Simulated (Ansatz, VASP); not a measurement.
**Sn3Ir in VASP and in Ansatz**

```xyz
8
Lattice="8.6793 0.0000 0.0000 -4.3396 7.5165 0.0000 0.0000 0.0000 3.2392" Properties=species:S:1:pos:R:3 pbc="T T T"
Sn    4.3396    4.6881    0.8098
Sn   -1.8902    6.1023    2.4294
Sn    2.4494    1.4142    0.8098
Sn    0.0000    2.8283    2.4294
Sn    6.2299    1.4142    0.8098
Sn    1.8902    6.1023    2.4294
Ir    0.0000    5.0110    0.8098
Ir    4.3396    2.5055    2.4294
```

Alike in both runs: functional PBE; k mesh 6 × 6 × 10; occupations gaussian, width 0.1 eV; no spin polarisation.

Ansatz relaxed the structure, and its values are those at the end. VASP's run is a single point on that final structure, the one shown.

```csv
,VASP,Ansatz
version,VASP 6.6.1,Ansatz 0.2.0
potentials or method,"VASP PAW PBE potentials, release 64 (Sn_d, Ir), cutoff 520 eV","scalar-relativistic, plane waves, PAW"
valence electrons in the cell,102,118
```

```csv
,VASP,Ansatz,Ansatz less VASP
gap on the k mesh at the Fermi level (eV),none,none,-
pressure (GPa),0.0,0.0,+0.02
```

A gap of «none» marks a metal or a gap that the smearing closes. VASP's potentials hold 102 valence electrons a cell and Ansatz's 118, so a difference there can come from the potentials and not from the codes.

Spin-orbit coupling is off throughout.
